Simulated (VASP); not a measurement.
Here is a VASP 6.6.1 calculation.

The input POSCAR:

```
GaP
1.0
    0.0000000000      2.7432985392      2.7432985392
    2.7432985392      0.0000000000      2.7432985392
    2.7432985392      2.7432985392      0.0000000000
Ga P
1 1
Direct
    0.0000000000      0.0000000000      0.0000000000
    0.2500000000      0.2500000000      0.2500000000
```

INCAR.step1

```
ALGO = Normal ; EDIFF = 1E-4
ENCUT = 520 ; GGA = PE
ISMEAR = 0 ; LASPH = T
LCHARG = F ; LREAL = F
LWAVE = T ; NBANDS = 16
NELM = 60 ; PREC = Accurate
SIGMA = 0.01
```

The input INCAR.step2:

```
ALGO = Normal ; EDIFF = 1E-6
ENCUT = 520 ; ISIF = 2
ISMEAR = 0 ; ISTART = 1
LASPH = T ; LCHARG = F
LMIXTAU = T ; LREAL = F
LWAVE = F ; METAGGA = R2SCAN
NBANDS = 16 ; NELM = 60
PREC = Accurate ; SIGMA = 0.01
```

File KPOINTS:

```
k-points
0
Gamma
  6 6 6
```

Potentials or basis: VASP PAW PBE potentials, release 64 (Ga_d, P).

Run with:

```console
$ cat potpaw_PBE.64/Ga_d/POTCAR potpaw_PBE.64/P/POTCAR > POTCAR
$ cp INCAR.step1 INCAR
$ mpirun -np 1 vasp_std > vasp.out
$ cp INCAR.step2 INCAR
$ mpirun -np 1 vasp_std > vasp.out
```

Problem. Predict the band gap on the k mesh.

Solution. 1.95 eV, indirect (least direct gap 2.17 eV).

Problem. Estimate the pressure.

Solution. -1.7 GPa.

Caveat: the PAW data sets were made with another functional, which shifts forces and pressure a little.

**The experiment to reproduce.**

“Stacking defects in GaP nanowires: Electronic structure and optical properties”, 2018, arxiv:1810.01194 quotes, for a bulk crystal of GaP at 10 K: band gap 2.34 eV (indirect).

A measured gap of GaP is 2.34 eV (indirect; 10 K; quoted in “Stacking defects in GaP nanowires: Electronic structure and optical properties”, 2018, arxiv:1810.01194); the calculated 1.95 eV misses it by -0.39 eV. Spin-orbit coupling on Ga is left out. The value is that of r2SCAN on a finite k mesh, which can miss the band edges, without temperature or zero-point motion.
